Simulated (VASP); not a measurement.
# GaN (P6_3/mmc) in VASP: settings compared, part 2 of 2

VASP 6.6.1. Earlier steps stand in the parts before.

### 4 Single point, PBE

This run uses another cell than the first one, of 11.21 Å³/atom, 0.971 times its volume.

Input file INCAR:

```
SYSTEM = GaN
ALGO = Normal
EDIFF = 1E-6
ENCUT = 520
GGA = PE
ISIF = 2
ISMEAR = 0
LASPH = .TRUE.
LCHARG = .TRUE.
LELF = .TRUE.
LREAL = .FALSE.
LVHAR = .TRUE.
LWAVE = .FALSE.
NBANDS = 26
NELM = 60
PREC = Accurate
SIGMA = 0.01
```

Input file KPOINTS:

```
k-points
0
G
  12 12 6
  0 0 0
```

Input file POSCAR:

```
GaN
1.0
    3.3000348257      0.0000000000      0.0000000000
   -1.6500174128      2.8579139924      0.0000000000
    0.0000000000      0.0000000000      4.7558746756
Ga N
2 2
Direct
    0.3333333333      0.6666666667      0.2500000000
    0.6666666667      0.3333333333      0.7500000000
    0.6666666667      0.3333333333      0.2500000000
    0.3333333333      0.6666666667      0.7500000000
```

Potentials or basis: VASP PAW PBE potentials, release 64 (Ga_d, N).

The run is started by

```
$ cat potpaw_PBE.64/Ga_d/POTCAR potpaw_PBE.64/N/POTCAR > POTCAR
$ mpirun -np 1 vasp_std > vasp.out
```

OUTCAR:

```text
SYSTEM = GaN
   EDIFF = 1E-6
   ENCUT = 520
   GGA = PE
   ISIF = 2
   ISMEAR = 0
   LASPH = .TRUE.
   LREAL = .FALSE.
   NELM = 60
   PREC = Accurate

 ion  position               nearest neighbor table
   1  0.333  0.667  0.250-   3 1.91   3 1.91   3 1.91
   2  0.667  0.333  0.750-   4 1.91   4 1.91   4 1.91
   3  0.667  0.333  0.250-   1 1.91   1 1.91   1 1.91
   4  0.333  0.667  0.750-   2 1.91   2 1.91   2 1.91

  LATTYP: Found a hexagonal cell.
 ALAT       =     3.3000348257
 C/A-ratio  =     1.4411589352

  Lattice vectors:

 A1 = (   3.3000348257,   0.0000000000,   0.0000000000)
 A2 = (  -1.6500174128,   2.8579139924,   0.0000000000)
 A3 = (   0.0000000000,   0.0000000000,   4.7558746756)

Analysis of symmetry for initial positions (statically):
=====================================================================
 Subroutine PRICEL returns:
 Original cell was already a primitive cell.

 Routine SETGRP: Setting up the symmetry group for a
 hexagonal supercell.

 Subroutine GETGRP returns: Found 24 space group operations
 (whereof 12 operations were pure point group operations)
 out of a pool of 24 trial point group operations.

The static configuration has the point symmetry D_3d.
 The point group associated with its full space group is D_6h.

Analysis of symmetry for dynamics (positions and initial velocities):
=====================================================================
 Subroutine PRICEL returns:
 Original cell was already a primitive cell.

 Routine SETGRP: Setting up the symmetry group for a
 hexagonal supercell.

 Subroutine GETGRP returns: Found 24 space group operations
 (whereof 12 operations were pure point group operations)
 out of a pool of 24 trial point group operations.

The dynamic configuration has the point symmetry D_3d.
 The point group associated with its full space group is D_6h.

 Subroutine INISYM returns: Found 24 space group operations
 (whereof 12 operations are pure point group operations),
 and found     1 'primitive' translations

----------------------------------------------------------------------------------------

                                     Primitive cell

  volume of cell :      44.8537

  direct lattice vectors                    reciprocal lattice vectors
     3.300034826  0.000000000  0.000000000     0.303027105  0.174952781  0.000000000
    -1.650017413  2.857913992  0.000000000     0.000000000  0.349905561  0.000000000
     0.000000000  0.000000000  4.755874676     0.000000000  0.000000000  0.210266264

  length of vectors
     3.300034826  3.300034826  4.755874676     0.349905561  0.349905561  0.210266264

  position of ions in fractional coordinates (direct lattice)
     0.333333333  0.666666667  0.250000000
     0.666666667  0.333333333  0.750000000
     0.666666667  0.333333333  0.250000000
     0.333333333  0.666666667  0.750000000

  ion indices of the primitive-cell ions
   primitive index   ion index
                 1           1
                 2           2
                 3           3
                 4           4

----------------------------------------------------------------------------------------

 KPOINTS: k-points

Automatic generation of k-mesh.
 Grid dimensions read from file:
 generate k-points for:   12   12    6

 Generating k-lattice:

  Cartesian coordinates                     Fractional coordinates (reciprocal lattice)
     0.025252259  0.014579398  0.000000000     0.083333333  0.000000000  0.000000000
     0.000000000  0.029158797  0.000000000     0.000000000  0.083333333  0.000000000
     0.000000000  0.000000000  0.035044377     0.000000000  0.000000000  0.166666667

  Length of vectors
     0.029158797  0.029158797  0.035044377

  Shift w.r.t. Gamma in fractional coordinates (k-lattice)
     0.000000000  0.000000000  0.000000000

 Subroutine IBZKPT returns following result:
 ===========================================

 Found     76 irreducible k-points:

 Following reciprocal coordinates:
            Coordinates               Weight
  0.000000  0.000000  0.000000      1.000000
  0.083333  0.000000  0.000000      6.000000
  0.166667  0.000000  0.000000      6.000000
  0.250000  0.000000  0.000000      6.000000
  0.333333  0.000000  0.000000      6.000000
  0.416667 -0.000000  0.000000      6.000000
[... 16 lines left out ...]
  0.250000  0.000000  0.166667     12.000000
  0.333333  0.000000  0.166667     12.000000
 [... further k-points ...]
   k-points           NKPTS =     76   k-points in BZ     NKDIM =     76   number of bands    NBANDS=     26
   number of dos      NEDOS =    301   number of ions     NIONS =      4
   total plane-waves  NPLWV =  28224
   dimension x,y,z NGX =    28 NGY =   28 NGZ =   36
   dimension x,y,z NGXF=    56 NGYF=   56 NGZF=   72
   ions per type =               2   2
   NGX,Y,Z   is equivalent  to a cutoff of  14.11, 14.11, 12.58 a.u.
   NGXF,Y,Z  is equivalent  to a cutoff of  28.21, 28.21, 25.17 a.u.
 SYSTEM =  GaN
   PREC   = accura    normal or accurate (medium, high low for compatibility)
   ISTART =      0    job   : 0-new  1-cont  2-samecut
   ICHARG =      2    charge: 1-file 2-atom 10-const
   ISPIN  =      1    spin polarized calculation?
   LNONCOLLINEAR =      F non collinear calculations
   LSORBIT =      F    spin-orbit coupling
   LASPH  =      T    aspherical Exc in radial PAW
   ENCUT  =  520.0 eV  38.22 Ry    6.18 a.u.   6.14  6.14  8.84*2*pi/ulx,y,z
   NELM   =     60;   NELMIN=  2; NELMDL= -5     # of ELM steps
   EDIFF  = 0.1E-05   stopping-criterion for ELM
   LREAL  =      F    real-space projection
   EDIFFG = 0.1E-04   stopping-criterion for IOM
   NSW    =      0    number of steps for IOM
   IBRION =     -1    ionic relax: 0-MD 1-quasi-New 2-CG
   NFREE  =      0    steps in history (QN), initial steepest desc. (CG)
   ISIF   =      2    stress and relaxation
   ISYM   =      2    0-nonsym 1-usesym 2-fastsym
   POTIM  = 0.5000    time-step for ionic-motion
   TEBEG  =    0.0;   TEEND  =   0.0 temperature during run
   PSTRESS=    0.0 pullay stress
   NELECT =      36.0000    total number of electrons
   NUPDOWN=      -1.0000    fix difference up-down
   EMIN   =  10.00;   EMAX   =-10.00  energy-range for DOS
   EFERMI =   0.00;   METHOD = LEGACY
   ISMEAR =     0;   SIGMA  =   0.01  broadening in eV -4-tet -1-fermi 0-gaus
   EFERMI_NEDOS =   21; number of points for ismear=-14 and -15
   IALGO  =     38    algorithm
   IMIX   =      4    mixing-type and parameters
     AMIX     =   0.40;   BMIX     =  1.00
     AMIX_MAG =   1.60;   BMIX_MAG =  1.00
  volume/ion in A,a.u.               =      11.21        75.67
  Fermi-wavevector in a.u.,A,eV,Ry     =   1.521398  2.875026 31.492770  2.314653
  Thomas-Fermi vector in A             =   2.630119
   LORBIT       =      0    0 simple, 1 ext, 2 COOP (PROOUT), +10 PAW based schemes
   GGA     = PE    functional components
   LHFCALC =     F    Hartree Fock is set to
   AEXX    =    0.0000 exact exchange contribution
   IVDW    =     0    specifies the selected vdW correction
   LEPSILON=     F    determine dielectric tensor
   LRPA    =     F    only Hartree local field effects (RPA)
 non-spin polarized calculation
 Gauss-broadening in eV      SIGMA  =   0.01
  energy-cutoff  :      520.00
  volume of cell :       44.85
 maximum number of plane-waves:      1228
 NGX is ok and might be reduce to    28
   NGX = 13   NGY = 13   NGZ = 17

 number of electron      35.9999985 magnetization

 Free energy of the ion-electron system (eV)
  ---------------------------------------------------
  ext. energy  EPLUGINS =         0.00000000
  ---------------------------------------------------
  free energy    TOTEN  =       -23.35615729 eV

  energy without entropy =      -23.35615729  energy(sigma->0) =      -23.35615729

 E-fermi :   6.2608     XC(G=0): -11.8003

 val. band max:        6.1328400212   @ k =   0.0000   0.0000   0.0000
 cond. band min:       7.5947456994   @ k =   0.0000   0.0000   0.0000
 fundamental gap:      1.4619056782
 Fermi energy:         6.2608276642

 k-point     1 :       0.0000    0.0000    0.0000
  band No.  band energies     occupation
      1     -10.6011      2.00000
      2      -9.6679      2.00000
      3      -8.0571      2.00000
      4      -8.0571      2.00000
      5      -8.0484      2.00000
      6      -8.0484      2.00000
[... 685 lines left out ...]
     25      17.7986      0.00000
     26      18.4128      0.00000

 [... further k-points ...]

------------------------ aborting loop because EDIFF is reached ----------------------------------------

  FORCE on cell =-STRESS in cart. coord.  units (eV):
  Direction    XX          YY          ZZ          XY          YZ          ZX
  --------------------------------------------------------------------------------------
  -------------------------------------------------------------------------------------
  Total        1.9722746      1.9722746      1.4443787      0.0000000      0.0000000      0.0000000
  in kB       70.4498208     70.4498208     51.5933336      0.0000000      0.0000000      0.0000000
  external PRESSURE =      64.1643251 kB  Pullay stress =       0.0000000 kB

 VOLUME and BASIS-vectors are now :
 -----------------------------------------------------------------------------
  energy-cutoff  :      520.00
  volume of cell :       44.85
      direct lattice vectors                 reciprocal lattice vectors
     3.300034826  0.000000000  0.000000000     0.303027105  0.174952781  0.000000000
    -1.650017413  2.857913992  0.000000000     0.000000000  0.349905561  0.000000000
     0.000000000  0.000000000  4.755874676     0.000000000  0.000000000  0.210266264

 POSITION                                       TOTAL-FORCE (eV/Angst)
 -----------------------------------------------------------------------------------
     -0.00000      1.90528      1.18897        -0.000000      0.000000      0.000000
      1.65002      0.95264      3.56691         0.000000     -0.000000      0.000000
      1.65002      0.95264      1.18897        -0.000000     -0.000000      0.000000
     -0.00000      1.90528      3.56691         0.000000     -0.000000      0.000000
 -----------------------------------------------------------------------------------
    total drift:                                0.000000      0.000000     -0.000000

  FREE ENERGIE OF THE ION-ELECTRON SYSTEM (eV)
  ---------------------------------------------------
  free  energy   TOTEN  =       -23.3561572914 eV

  energy  without entropy=      -23.3561572914  energy(sigma->0) =      -23.35615729
```

Run time: 2.5 min. Hardware: 1 thread of AMD EPYC 7R43 (Zen 3), shared host; peak memory 0.18 GiB.

Results:

| Property | Result |
| --- | --- |
| Free energy | -23.3562 eV |
| Pressure | 6.4 GPa |
| Band gap on the k mesh | 1.46 eV, direct |

### 5 Summary

| level | cell | k mesh | gap on the mesh (eV) | pressure (GPa) |
| --- | --- | --- | --- | --- |
| r2SCAN | a = 3.333, b = 3.333, c = 4.803 Å, angles 90.0, 90.0, 120.0°, 4 atoms | 9 × 9 × 4 | 1.62 | -4.7 |
| r2SCAN | a = 3.365, b = 3.365, c = 4.849 Å, angles 90.0, 90.0, 120.0°, 4 atoms | 9 × 9 × 4 | 1.37 | -9.4 |
| PBE | a = 3.300, b = 3.300, c = 4.756 Å, angles 90.0, 90.0, 120.0°, 4 atoms | 12 × 12 × 6 | 1.46 | 6.4 |

Alike in all rows: task single point; potentials or basis VASP PAW PBE potentials, release 64 (Ga_d, N); no spin polarisation; cutoff (eV) 520; smearing gaussian 0.01 eV.

Caveats: the PAW data sets were made with another functional, which shifts forces and pressure a little (some runs).

Absolute energies hang on the potentials; compare differences alone.
